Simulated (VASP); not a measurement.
Wanted: the native input for a VASP 6.6.1 run.

| Item | Value |
| --- | --- |
| Task | relaxation of cell and atoms |
| Functional | PBE |
| Potentials or basis | VASP PAW PBE potentials, release 64 (Al, V_sv) |
| Cutoff | 600 eV |
| k mesh | 2 × 2 × 2, shifted |
| Occupations | gaussian, width 0.1 eV |
| Spin | no spin polarisation |
| Dipole correction | no |
| Further INCAR settings | LREAL = Auto; ALGO = Normal; EDIFF = 1e-07; ISYM = 0; IBRION = 2; EDIFFG = -0.04; NSW = 70; ISIF = 3 |

The structure of Al13V3 lies in POSCAR:

```
Al13V3
1.0
   -3.9947848800      3.9947848800     -3.9947848800
    3.9947848800      3.9947848800      3.9947848800
    3.9947848800     -3.9947848800     -3.9947848800
Al V
13 3
Direct
    0.2517222158      0.0025357407      0.7532169140
    0.0012119952      0.2450782722      0.7403425920
    0.4991959974      0.9996229849      0.4985918085
    0.7506397312      0.4965522422      0.7475786233
    0.4914147200      0.7428250400      0.7463945218
    0.9990875045      0.4946538671      0.5030573645
    0.7503347159      0.9987303051      0.2520049397
    0.4968227118      0.2542678742      0.2491293045
    0.7476890377      0.7463783293      0.5002145560
    0.9984700138      0.9960254368      0.9997761734
    0.0032636065      0.7483793253      0.2519909014
    0.7542241260      0.2608620761      0.0069900233
    0.2539843778      0.7473982108      0.9996656510
    0.2537642399      0.2523013591      0.5064984850
    0.2512666893      0.4967061403      0.2490614579
    0.4991525554      0.5008200703      0.0022942686
```

The input as run:

INCAR

```
PREC = Accurate ; ENCUT = 600
EDIFF = 1E-7 ; ISMEAR = 0
SIGMA = 0.1 ; LREAL = Auto
LASPH = True ; NELM = 60
ALGO = Normal ; ISIF = 3
LWAVE = False ; LCHARG = False
GGA = PE ; IBRION = 2
NSW = 70 ; EDIFFG = -0.04
ISYM = 0
```

KPOINTS

```
Automatic mesh
0
Gamma
  2 2 2
  0.5 0.5 0.5
```

Potentials or basis: VASP PAW PBE potentials, release 64 (Al, V_sv).

Command:

```console
$ cat potpaw_PBE.64/Al/POTCAR potpaw_PBE.64/V_sv/POTCAR > POTCAR
$ mpirun -np 1 vasp_std > vasp.out
```

It gave:

```json
{"Relaxed volume": "15.59 Å³/atom", "Relaxed cell": "a = 6.866 Å, b = 6.868 Å, c = 6.873 Å, α = 109.51°, β = 109.46°, γ = 109.45°", "Space group after relaxing (to 0.1 Å)": "R32 (No. 155)", "Energy gained by relaxing": "28.7 meV/atom", "Ionic steps": "12", "Pressure after relaxing": "0.0 GPa", "Largest force after relaxing": "0.026 eV/Å"}
```

Caveat: the k points lie up to 0.56 Å⁻¹ apart in the final cell.

It took 30 min on 1 thread of AMD EPYC 7571, with other jobs on the host, peak memory 0.44 GiB.
